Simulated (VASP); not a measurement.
Write the native input for VASP 6.6.1 that does the following.

| Property | Result |
| --- | --- |
| Task | single point |
| Functional | LDA |
| Potentials or basis | VASP PAW LDA potentials, release 64 (Mo_sv, Si) |
| Cutoff | 520 eV |
| k mesh | 12 × 12 × 12 |
| Occupations | fermi-dirac, width 0.05 eV |
| Spin | no spin polarisation |
| Dipole correction | no |
| Further INCAR settings | ALGO = Normal; EDIFF = 1e-06; NBANDS = 18 |

The structure of Si2Mo lies in POSCAR:

```
Si2Mo
1.0
   -1.6210550461      1.6210550461      3.9822230367
    1.6210550461     -1.6210550461      3.9822230367
    1.6210550461      1.6210550461     -3.9822230367
Mo Si
1 2
Direct
    0.0000000000      0.0000000000      0.0000000000
    0.6670000000      0.6670000000      0.0000000000
    0.3330000000      0.3330000000      0.0000000000
```

This cell differs from its parent crystal: volume scaled by 1.04.

These files were run (other wordings do the same):

INCAR

```
SYSTEM = Si2Mo
PREC = Accurate
ENCUT = 520
EDIFF = 1E-6
ISMEAR = -1
SIGMA = 0.05
LREAL = .FALSE.
LASPH = .TRUE.
NELM = 80
ALGO = Normal
ISIF = 2
LWAVE = .FALSE.
LCHARG = .FALSE.
GGA = CA
NBANDS = 18
```

KPOINTS

```
Automatic mesh
0
G
  12 12 12
  0 0 0
```

Potentials or basis: VASP PAW LDA potentials, release 64 (Mo_sv, Si).

Command:

```bash
$ cat potpaw_LDA.64/Mo_sv/POTCAR potpaw_LDA.64/Si/POTCAR > POTCAR
$ mpirun -np 1 vasp_std > vasp.out
```

Results of the run:

```yaml
Pressure: -12.8 GPa
Largest_force: 0.422 eV/Å
Band_gap_on_the_k_mesh: zero (band 11 reaches 12.10 eV, above the bottom of band 12 at 11.10 eV)
```

Run time: 59 s on 1 thread of Intel(R) Xeon(R) 6975P-C (Granite Rapids) (shared host), peak memory 0.25 GiB.
